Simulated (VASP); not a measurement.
Runs of VASP 6.6.1 on Ag. The structure is that of space group Im-3m (No. 229), or close to it. The cells are those of the table. This isn't the form of Ag at room conditions, which is fcc.

| task | cell | k mesh | cutoff (eV) | smearing | gap on the mesh (eV) | pressure (GPa) |
| --- | --- | --- | --- | --- | --- | --- |
| single point | a = 2.662 Å, angles 109.5°, 1 atom | 20 × 20 × 20 | 520 | gaussian 0.1 eV | none | 24.4 |
| single point | a = 2.764 Å, angles 109.5°, 1 atom | 18 × 18 × 18 | 520 | gaussian 0.1 eV | none | 3.7 |
| relaxation of cell and atoms | relaxed to 12 GPa from a = 2.713 Å, angles 109.5°, 1 atom | 18 × 18 × 18 | 600 | gaussian 0.1 eV | none | 12.0 |
| relaxation of cell and atoms | relaxed from a = 2.793 Å, angles 109.5°, 1 atom | 20 × 20 × 20 | 600 | fermi-dirac 0.15 eV | none | 0.0 |
| single point | a = 2.793 Å, angles 109.5°, 1 atom | 20 × 20 × 20 | 520 | fermi-dirac 0.15 eV | none | -0.2 |
| single point | a = 2.717 Å, angles 109.5°, 1 atom | 18 × 18 × 18 | 520 | gaussian 0.1 eV | none | (a) |
| relaxation of cell and atoms | relaxed to 1 GPa from a = 2.784 Å, angles 109.5°, 1 atom | 18 × 18 × 18 | 600 | gaussian 0.1 eV | none | 1.1 |
| relaxation of cell and atoms | relaxed to 90 GPa from a = 2.520 Å, angles 109.5°, 1 atom | 20 × 20 × 20 | 600 | gaussian 0.1 eV | none | 90.0 |
| relaxation of cell and atoms | relaxed to 4 GPa from a = 2.763 Å, angles 109.5°, 1 atom | 18 × 18 × 18 | 600 | gaussian 0.1 eV | none | 4.0 |

Alike in all rows: level PBEsol; potentials or basis VASP PAW PBE potentials, release 64 (Ag); no spin polarisation.

Q: Estimate the missing entries.

A: (a) 11.6.

Caveats: the PAW data sets were made with another functional, which shifts forces and pressure a little; the cell is relaxed towards a set pressure, so the run minimises the enthalpy, not the energy (at least some runs); the cell stands under pressure (at least some runs); the relaxation stopped at its first step, so nothing moved (at least some runs).

A k mesh can miss the band edges, and the runs leave out spin-orbit coupling on Ag.

A gap of «none» marks levels without a gap at the run's occupations.
